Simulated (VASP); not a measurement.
# Co (P6_3/mmc) in VASP: a series of runs

Co is run at these levels: PBEsol, RPBE+D4; tasks: relaxation of cell and atoms.

Everything below comes from runs of VASP 6.6.1. Logs are shortened: lines on timing, memory, paths and dates and some standing lists are left out, and cuts for length are marked.

**1. The cell of the first run**

It takes space group P6_3/mmc (No. 194, hexagonal). Conventional cell: a = 2.472 Å, b = 2.472 Å, c = 4.021 Å, α = 90.00°, β = 90.00°, γ = 120.00°. Co (site symmetry -6m2) has 12 Co at 2.47 Å within 3.3 Å.

**2. Relaxation of cell and atoms, PBEsol, collinear spin, ferromagnetic start, target pressure 2 GPa, at which the enthalpy is minimised**

INCAR

```
SYSTEM = Co
ALGO = Normal
EDIFF = 1E-6
EDIFFG = -0.01
ENCUT = 600
GGA = PS
IBRION = 2
ISIF = 3
ISMEAR = -1
ISPIN = 2
LASPH = .TRUE.
LCHARG = .FALSE.
LMAXMIX = 4
LORBIT = 11
LREAL = .FALSE.
LWAVE = .FALSE.
MAGMOM = 2 2
NELM = 150
NSW = 60
PREC = Accurate
PSTRESS = 20.0
SIGMA = 0.05
```

KPOINTS

```
k-points
0
G
  12 12 7
  0 0 0
```

POSCAR

```
Co
1.0
    2.4719999032      0.0000000000      0.0000000000
   -1.2359999516      2.1408147143      0.0000000000
    0.0000000000      0.0000000000      4.0211440800
Co
2
Direct
    0.6666666667      0.3333333333      0.7500000000
    0.3333333333      0.6666666667      0.2500000000
```

Potentials or basis: VASP PAW PBE potentials, release 64 (Co).

Command:

```bash
cat potpaw_PBE.64/Co/POTCAR > POTCAR
mpirun -np 1 vasp_std > vasp.out
```

OUTCAR:

```text
SYSTEM = Co
   EDIFF = 1E-6
   EDIFFG = -0.01
   ENCUT = 600
   GGA = PS
   IBRION = 2
   ISIF = 3
   ISMEAR = -1
   ISPIN = 2
   LASPH = .TRUE.
   LORBIT = 11
   LREAL = .FALSE.
   NELM = 150
   NSW = 60
   PREC = Accurate
   PSTRESS = 20.0

 ion  position               nearest neighbor table
   1  0.667  0.333  0.750-   2 2.47   2 2.47   2 2.47   2 2.47   2 2.47   2 2.47
   2  0.333  0.667  0.250-   1 2.47   1 2.47   1 2.47   1 2.47   1 2.47   1 2.47

  LATTYP: Found a hexagonal cell.
 ALAT       =     2.4719999032
 C/A-ratio  =     1.6266764715

  Lattice vectors:

 A1 = (   2.4719999032,   0.0000000000,   0.0000000000)
 A2 = (  -1.2359999516,   2.1408147143,   0.0000000000)
 A3 = (   0.0000000000,   0.0000000000,   4.0211440800)

Analysis of symmetry for initial positions (statically):
=====================================================================
 Subroutine PRICEL returns:
 Original cell was already a primitive cell.

 Routine SETGRP: Setting up the symmetry group for a
 hexagonal supercell.

 Subroutine GETGRP returns: Found 24 space group operations
 (whereof 12 operations were pure point group operations)
 out of a pool of 24 trial point group operations.

The static configuration has the point symmetry D_3d.
 The point group associated with its full space group is D_6h.

Analysis of symmetry for dynamics (positions and initial velocities):
=====================================================================
 Subroutine PRICEL returns:
 Original cell was already a primitive cell.

 Routine SETGRP: Setting up the symmetry group for a
 hexagonal supercell.

 Subroutine GETGRP returns: Found 24 space group operations
 (whereof 12 operations were pure point group operations)
 out of a pool of 24 trial point group operations.

The dynamic configuration has the point symmetry D_3d.
 The point group associated with its full space group is D_6h.

Analysis of structural, dynamic, and magnetic symmetry:
=====================================================================
 Subroutine PRICEL returns:
 Original cell was already a primitive cell.

 Routine SETGRP: Setting up the symmetry group for a
 hexagonal supercell.

 Subroutine GETGRP returns: Found 24 space group operations
 (whereof 12 operations were pure point group operations)
 out of a pool of 24 trial point group operations.

The overall configuration has the point symmetry D_3d.
 The point group associated with its full space group is D_6h.

 Subroutine INISYM returns: Found 24 space group operations
 (whereof 12 operations are pure point group operations),
 and found     1 'primitive' translations

----------------------------------------------------------------------------------------

                                     Primitive cell

  volume of cell :      21.2803

  direct lattice vectors                    reciprocal lattice vectors
     2.471999903  0.000000000  0.000000000     0.404530760  0.233555943  0.000000000
    -1.235999952  2.140814714  0.000000000     0.000000000  0.467111887  0.000000000
     0.000000000  0.000000000  4.021144080     0.000000000  0.000000000  0.248685444

  length of vectors
     2.471999903  2.471999903  4.021144080     0.467111887  0.467111887  0.248685444

  position of ions in fractional coordinates (direct lattice)
     0.666666667  0.333333333  0.750000000
     0.333333333  0.666666667  0.250000000

  ion indices of the primitive-cell ions
   primitive index   ion index
                 1           1
                 2           2

----------------------------------------------------------------------------------------

 KPOINTS: k-points

Automatic generation of k-mesh.
 Grid dimensions read from file:
 generate k-points for:   12   12    7

 Generating k-lattice:

  Cartesian coordinates                     Fractional coordinates (reciprocal lattice)
     0.033710897  0.019462995  0.000000000     0.083333333 -0.000000000  0.000000000
     0.000000000  0.038925991  0.000000000     0.000000000  0.083333333  0.000000000
     0.000000000  0.000000000  0.035526492     0.000000000  0.000000000  0.142857143

  Length of vectors
     0.038925991  0.038925991  0.035526492

  Shift w.r.t. Gamma in fractional coordinates (k-lattice)
     0.000000000  0.000000000  0.000000000

 Subroutine IBZKPT returns following result:
 ===========================================

 Found     76 irreducible k-points:

 Following reciprocal coordinates:
            Coordinates               Weight
  0.000000  0.000000  0.000000      1.000000
  0.083333  0.000000  0.000000      6.000000
  0.166667  0.000000  0.000000      6.000000
  0.250000  0.000000  0.000000      6.000000
  0.333333  0.000000  0.000000      6.000000
  0.416667  0.000000  0.000000      6.000000
[... 16 lines left out ...]
  0.250000  0.000000  0.142857     12.000000
  0.333333  0.000000  0.142857     12.000000
 [... further k-points ...]
[... 32 lines left out ...]
   EFERMI =   0.00;   METHOD = LEGACY
   ISMEAR =    -1;   SIGMA  =   0.05  broadening in eV -4-tet -1-fermi 0-gaus
   EFERMI_NEDOS =   21; number of points for ismear=-14 and -15
   IALGO  =     38    algorithm
   IMIX   =      4    mixing-type and parameters
     AMIX     =   0.40;   BMIX     =  1.00
     AMIX_MAG =   1.60;   BMIX_MAG =  1.00
  volume/ion in A,a.u.               =      10.64        71.80
  Fermi-wavevector in a.u.,A,eV,Ry     =   1.548246  2.925761 32.614055  2.397065
  Thomas-Fermi vector in A             =   2.653224
   LORBIT       =     11    0 simple, 1 ext, 2 COOP (PROOUT), +10 PAW based schemes
   GGA     = PS    functional components
   LHFCALC =     F    Hartree Fock is set to
   AEXX    =    0.0000 exact exchange contribution
   IVDW    =     0    specifies the selected vdW correction
   LEPSILON=     F    determine dielectric tensor
   LRPA    =     F    only Hartree local field effects (RPA)
 conjugate gradient relaxation of ions
 spin polarized calculation
  energy-cutoff  :      600.00
  volume of cell :       21.28
 maximum number of plane-waves:       744
 NGX is ok and might be reduce to    20
   NGX =  9   NGY =  9   NGZ = 17

--------------------------------------- Ionic step        1  -------------------------------------------

 number of electron      17.9999997 magnetization       3.1832735

 Free energy of the ion-electron system (eV)
  ---------------------------------------------------
  ext. energy  EPLUGINS =         0.00000000
  ---------------------------------------------------
  free energy    TOTEN  =       -15.46109591 eV

  energy without entropy =      -15.44514408  energy(sigma->0) =      -15.45312000

------------------------ aborting loop because EDIFF is reached ----------------------------------------

  FORCE on cell =-STRESS in cart. coord.  units (eV):
  Direction    XX          YY          ZZ          XY          YZ          ZX
  --------------------------------------------------------------------------------------
  -------------------------------------------------------------------------------------
  Total       -0.7620348     -0.7620348     -1.1343276      0.0000000     -0.0000000      0.0000000
  in kB      -57.3730868    -57.3730868    -85.4027634      0.0000000     -0.0000000      0.0000000
  external PRESSURE =     -86.7163123 kB  Pullay stress =      20.0000000 kB
[... 137 lines left out ...]
  enthalpy is  TOTEN    =       -15.2190162065 eV   P V=        0.2553005928

--------------------------------------- Ionic step        5  -------------------------------------------

 number of electron      18.0000003 magnetization       3.0773833

 Free energy of the ion-electron system (eV)
  ---------------------------------------------------
  ext. energy  EPLUGINS =         0.00000000
  ---------------------------------------------------
  free energy    TOTEN  =       -15.47465076 eV

  energy without entropy =      -15.45948428  energy(sigma->0) =      -15.46706752

 E-fermi :  10.9169     XC(G=0): -13.9303

 val. band max:       10.9129042392   @ k =   0.3333   0.0833   0.1429
 cond. band min:      10.9205267001   @ k =   0.3333   0.0833   0.2857
 fundamental gap:      0.0076224609
 Fermi energy:        10.9169366756

 spin component 1

 k-point     1 :       0.0000    0.0000    0.0000
  band No.  band energies     occupation
      1       1.6029      1.00000
      2       5.5030      1.00000
      3       8.2699      1.00000
      4       8.2838      1.00000
      5       8.2838      1.00000
      6       8.6339      1.00000
      7       8.6339      1.00000
      8       9.0134      1.00000
      9       9.0134      1.00000
     10      10.2356      1.00000
     11      10.2356      1.00000
     12      10.7846      0.93387
     13      17.8404      0.00000
     14      33.3103      0.00000
     15      36.4471      0.00000
[... 399 lines left out ...]
      1       4.9580      1.00000
      2       6.3023      1.00000
      3       6.7097      1.00000
      4       7.5220      1.00000
      5       8.3381      1.00000
      6       8.3733      1.00000
      7       8.8482      1.00000
      8       9.8367      1.00000
      9       9.8970      1.00000
     10       9.9758      1.00000
     11      10.4098      0.99996
     12      15.5446      0.00000
     13      20.1823      0.00000
     14      21.7753      0.00000
     15      27.0827      0.00000

 [... further k-points ...]

 spin component 2

 k-point     1 :       0.0000    0.0000    0.0000
  band No.  band energies     occupation
      1       1.6708      1.00000
      2       6.4245      1.00000
      3       9.8248      1.00000
      4       9.8285      1.00000
      5       9.8285      1.00000
      6      10.2316      1.00000
      7      10.2316      1.00000
      8      10.6784      0.99160
      9      10.6784      0.99160
     10      10.8132      0.88842
     11      12.0142      0.00000
     12      12.0142      0.00000
     13      18.8427      0.00000
     14      33.1556      0.00000
     15      36.5611      0.00000
[... 443 lines left out ...]
  FREE ENERGIE OF THE ION-ELECTRON SYSTEM (eV)
  ---------------------------------------------------
  free  energy   TOTEN  =       -15.4746507581 eV

  energy  without entropy=      -15.4594842805  energy(sigma->0) =      -15.46706752

  enthalpy is  TOTEN    =       -15.2192416265 eV   P V=        0.2554091316

 reached required accuracy - stopping structural energy minimisation

 total charge

# of ion       s       p       d       tot
------------------------------------------
    1        0.513   0.578   7.302   8.393
    2        0.513   0.578   7.302   8.393
--------------------------------------------------
tot          1.027   1.155  14.604  16.786

 magnetization (x)

# of ion       s       p       d       tot
------------------------------------------
    1       -0.015  -0.051   1.610   1.543
    2       -0.015  -0.051   1.610   1.543
--------------------------------------------------
tot         -0.031  -0.102   3.219   3.086
```

It took 1.7 min on 1 thread of Intel Xeon 6975P-C, shared host; peak memory 0.19 GiB.

Results:

* Free energy: -15.4747 eV
* Relaxed volume: 10.23 Å³/atom
* Relaxed cell: a = 2.446 Å, b = 2.446 Å, c = 3.948 Å, α = 90.00°, β = 90.00°, γ = 120.00°
* Space group after relaxing (to 0.05 Å): P6_3/mmc (No. 194)
* Energy change on relaxing (the enthalpy is what falls): -6.8 meV/atom
* Ionic steps: 5
* Pressure after relaxing: 2.1 GPa
* Net moment: 3.08 μB per cell
* Site moments: Co +1.54 μB
* Valence electrons inside the program's atomic spheres: Co 8.39

Step by step:
```
step  energy change (eV)  largest force (eV/Å)  pressure (GPa)  volume (Å³)
   1              0.0000                0.0000           -6.67        21.28
   2              0.0319                0.0000           14.53        19.55
   3             -0.0134                0.0000            1.99        20.47
   4             -0.0132                0.0000            2.12        20.45
   5             -0.0136                0.0000            2.07        20.46
```

Final structure:
```yaml
crystal:
  lattice:
    - [2.44640, 0.00000, 0.00000]
    - [-1.22320, 2.11864, 0.00000]
    - [0.00000, 0.00000, 3.94759]
  atoms:
    - { symbol: Co, position: [0.66667, 0.33333, 0.75000] }
    - { symbol: Co, position: [0.33333, 0.66667, 0.25000] }
```

Levels at points of the mesh, in eV from the Fermi level:
Spin up:
| k point | band 7 | band 8 | band 9 | band 10 | band 11 | band 12 | band 13 | band 14 | band 15 |
| --- | --- | --- | --- | --- | --- | --- | --- | --- | --- |
| (0.00, 0.00, 0.00) | -2.28 | -1.90 | -1.90 | -0.68 | -0.68 | -0.13 | 6.92 | 22.39 | 25.53 |
| (0.50, 0.00, 0.00) | -2.19 | -0.55 | -0.43 | -0.38 | 1.48 | 3.62 | 10.15 | 10.87 | 13.30 |
Spin down:
```csv
k point,band 3,band 4,band 5,band 6,band 7,band 8,band 9,band 10,band 11,band 12
"(0.00, 0.00, 0.00)",-1.09,-1.09,-1.09,-0.69,-0.69,-0.24,-0.24,-0.10,1.10,1.10
"(0.50, 0.00, 0.00)",-3.55,-1.97,-1.27,-1.14,-0.69,1.23,1.39,1.42,2.71,4.59
```

Caveat: the cell is relaxed towards a set pressure, so the enthalpy falls and the energy may rise; the PAW data sets were made with another functional, which shifts forces and pressure a little.

**3. Relaxation of cell and atoms, PBEsol, collinear spin, ferromagnetic start, target pressure 5 GPa, at which the enthalpy is minimised**

INCAR

```
PREC     = Accurate       # precision mode
ENCUT    = 600            # plane-wave cutoff, eV
EDIFF    = 1E-6           # SCF threshold, eV
ISMEAR   = -1             # smearing method
SIGMA    = 0.05           # smearing width, eV
LREAL    = F              # projectors in reciprocal space
LASPH    = T              # aspherical terms in the spheres
NELM     = 150            # most SCF steps
ALGO     = Normal         # electronic algorithm
ISIF     = 3              # what is computed and relaxed
LWAVE    = F              # write WAVECAR
LCHARG   = F              # write CHGCAR
ISPIN    = 2              # spin polarisation
MAGMOM   = 2 2            # initial moments
LORBIT   = 11             # projections on sites
LMAXMIX  = 4              # l up to which the mixer works
GGA      = PS             # functional
IBRION   = 2              # ionic algorithm
NSW      = 60             # ionic steps
EDIFFG   = -0.01          # ionic threshold
PSTRESS  = 50.0
```

KPOINTS

```
regular mesh
0
Gamma
  12 12 7
```

POSCAR is that of step 2.

Potentials or basis: VASP PAW PBE potentials, release 64 (Co).

Command:

```bash
cat potpaw_PBE.64/Co/POTCAR > POTCAR
mpirun -np 1 vasp_std > vasp.out
```

Run time: 2.1 min. Hardware: 1 thread of Intel Xeon 6975P-C, shared host; peak memory 0.19 GiB.

The run converged. Its results:

```
Free energy                                            : -15.4693 eV
Relaxed volume                                         : 10.11 Å³/atom
Relaxed cell                                           : a = 2.437 Å, b = 2.437 Å, c = 3.932 Å, α = 90.00°, β = 90.00°, γ = 120.00°
Space group after relaxing (to 0.05 Å)                 : P6_3/mmc (No. 194)
Energy change on relaxing (the enthalpy is what falls) : -4.1 meV/atom
Ionic steps                                            : 5
Pressure after relaxing                                : 5.1 GPa
Net moment                                             : 3.05 μB per cell
Site moments                                           : Co +1.52 μB
Valence electrons inside the program's atomic spheres  : Co 8.42
```

The path:
| step | energy change (eV) | largest force (eV/Å) | pressure (GPa) | volume (Å³) |
| --- | --- | --- | --- | --- |
| 1 | 0.0000 | 0.0000 | -6.67 | 21.28 |
| 2 | 0.1026 | 0.0000 | 25.05 | 18.98 |
| 3 | -0.0084 | 0.0000 | 4.90 | 20.23 |
| 4 | -0.0078 | 0.0000 | 5.08 | 20.21 |
| 5 | -0.0082 | 0.0000 | 5.06 | 20.22 |

Final structure:
```yaml
crystal:
  lattice:
    - [2.43653, 0.00000, 0.00000]
    - [-1.21827, 2.11010, 0.00000]
    - [0.00000, 0.00000, 3.93237]
  atoms:
    - { symbol: Co, position: [0.66667, 0.33333, 0.75000] }
    - { symbol: Co, position: [0.33333, 0.66667, 0.25000] }
```

Levels at points of the mesh, in eV from the Fermi level:
Spin up:
```
           k point  band 7  band 8  band 9  band 10  band 11  band 12  band 13  band 14
(0.00, 0.00, 0.00)   -2.29   -1.90   -1.90    -0.66    -0.66    -0.14     7.04    22.50
(0.50, 0.00, 0.00)   -2.19   -0.52   -0.40    -0.35     1.52     3.69    10.25    10.98
```
Spin down:
| k point | band 5 | band 6 | band 7 | band 8 | band 9 | band 10 |
| --- | --- | --- | --- | --- | --- | --- |
| (0.00, 0.00, 0.00) | -1.12 | -0.71 | -0.71 | -0.25 | -0.25 | -0.11 |
| (0.50, 0.00, 0.00) | -1.30 | -1.17 | -0.71 | 1.24 | 1.40 | 1.43 |

Caveat: the cell is relaxed towards a set pressure, so the enthalpy falls and the energy may rise; the PAW data sets were made with another functional, which shifts forces and pressure a little.

**4. Relaxation of cell and atoms, RPBE+D4, collinear spin, ferromagnetic start**

INCAR

```
ALGO = Fast ; EDIFF = 1E-6
EDIFFG = -0.01 ; ENCUT = 600
GGA = RP ; IBRION = 2
ISIF = 3 ; ISMEAR = -1
ISPIN = 2 ; IVDW = 13
LASPH = True ; LCHARG = False
LMAXMIX = 4 ; LORBIT = 11
LREAL = False ; LWAVE = False
MAGMOM = 2 2 ; NELM = 150
NSW = 60 ; PREC = Accurate
SIGMA = 0.05
```

KPOINTS

```
k-points
0
Gamma
  12 12 7
```

POSCAR is that of step 3.

Command:

```bash
cat potpaw_PBE.64/Co/POTCAR > POTCAR
mpirun -np 1 vasp_std > vasp.out
```

Run time: 4.4 min. Hardware: 1 thread of Intel Xeon 8259CL, shared host; peak memory 0.18 GiB.

It converged, with:

| Item | Value |
| --- | --- |
| Free energy | -14.7110 eV |
| Relaxed volume | 10.52 Å³/atom |
| Relaxed cell | a = 2.470 Å, b = 2.470 Å, c = 3.983 Å, α = 90.00°, β = 90.00°, γ = 120.00° |
| Space group after relaxing (to 0.05 Å) | P6_3/mmc (No. 194) |
| Energy gained by relaxing | 1.4 meV/atom |
| Ionic steps | 4 |
| Pressure after relaxing | 0.1 GPa |
| Net moment | 3.20 μB per cell |
| Site moments | Co +1.62 μB |
| Valence electrons inside the program's atomic spheres | Co 8.34 |
| Dispersion energy per atom | -0.862 eV |

Stress tensor (GPa, compression positive):
```
0.02 0.00 0.00
0.00 0.02 0.00
0.00 0.00 0.10
```

The path:
| step | energy change (eV) | largest force (eV/Å) | pressure (GPa) | volume (Å³) |
| --- | --- | --- | --- | --- |
| 1 | 0.0000 | 0.0000 | -2.34 | 21.28 |
| 2 | -0.0010 | 0.0000 | 2.49 | 20.80 |
| 3 | -0.0027 | 0.0000 | 0.33 | 21.01 |
| 4 | -0.0029 | 0.0000 | 0.05 | 21.04 |

Final structure:
```
Co
1.0
     2.47007    0.00000    0.00000
    -1.23504    2.13915    0.00000
     0.00000    0.00000    3.98261
Co
2
Direct
  0.66667 0.33333 0.75000
  0.33333 0.66667 0.25000
```

Levels at points of the mesh, in eV from the Fermi level:
Spin up:
```csv
k point,band 7,band 8,band 9,band 10,band 11,band 12,band 13,band 14,band 15
"(0.00, 0.00, 0.00)",-2.33,-1.98,-1.98,-0.82,-0.82,-0.03,6.69,22.19,25.12
"(0.50, 0.00, 0.00)",-2.22,-0.69,-0.58,-0.54,1.37,3.47,9.98,10.69,13.02
```
Spin down:
```tsv
k point	band 5	band 6	band 7	band 8	band 9	band 10
(0.00, 0.00, 0.00)	-0.99	-0.60	-0.60	-0.18	-0.18	-0.15
(0.50, 0.00, 0.00)	-1.17	-1.06	-0.62	1.23	1.38	1.41
```

Caveat: the PAW data sets were made with another functional, which shifts forces and pressure a little; pairwise dispersion overbinds metals, which lowers pressure and volume.

**5. Overview**

| level | cell | gap on the mesh (eV) | pressure (GPa) | moment (μB) |
| --- | --- | --- | --- | --- |
| PBEsol | relaxed to 2 GPa | none | 2.1 | 3.08 |
| PBEsol | relaxed to 5 GPa | none | 5.1 | 3.05 |
| RPBE+D4 | relaxed | none | 0.1 | 3.20 |

Alike in all rows: task relaxation of cell and atoms; potentials or basis VASP PAW PBE potentials, release 64 (Co); spin collinear, ferromagnetic start; k mesh 12 × 12 × 7; cutoff (eV) 600; smearing fermi-dirac 0.05 eV.

Caveats: the PAW data sets were made with another functional, which shifts forces and pressure a little; the cell is relaxed towards a set pressure, so the enthalpy falls and the energy may rise (some runs); pairwise dispersion overbinds metals, which lowers pressure and volume (some runs).

Absolute energies hang on the potentials; compare differences alone.
